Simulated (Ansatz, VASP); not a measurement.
Ta2Al5 in VASP and in Ansatz

```xyz
7
Lattice="3.2324 -4.1082 0.0000 3.2324 4.1082 0.0000 0.0000 0.0000 4.3360" Properties=species:S:1:pos:R:3 pbc="T T T"
Ta    3.2324   -1.2213    2.1680
Ta    3.2324    1.2213    2.1680
Al    0.9626   -0.9139    0.0000
Al    5.5022    0.9139    0.0000
Al    5.5022   -0.9139    0.0000
Al    0.9626    0.9139    0.0000
Al    3.2324    0.0000    0.0000
```

Alike in both runs: task relaxation of cell and atoms; functional PBE; k mesh 3 × 3 × 4; occupations gaussian, width 0.2 eV; no spin polarisation.

|  | VASP | Ansatz |
| --- | --- | --- |
| version | VASP 6.6.1 | Ansatz 0.2.0 |
| potentials or method | VASP PAW PBE potentials, release 64 (Ta_pv, Al), cutoff 600 eV | scalar-relativistic, plane waves, PAW |
| valence electrons in the cell | 37 | 41 |

Ansatz gave:

```
gap on the k mesh at the Fermi level, each at its own relaxed structure (eV) : none
relaxed volume (Å³/atom)                                                     : 17.52
relaxed cell length with the largest relative difference (Å)                 : 2.943
```

Which values does VASP return?

gap on the k mesh at the Fermi level, each at its own relaxed structure (eV): none; relaxed volume (Å³/atom): 17.65; relaxed cell length with the largest relative difference (Å): 2.965.

A gap of «none» marks a metal or a gap that the smearing closes. VASP's potentials hold 37 valence electrons a cell and Ansatz's 41, so a difference there can come from the potentials and not from the codes.

The k mesh is coarse, so the values compare programs but aren't converged. Spin-orbit coupling is off throughout.
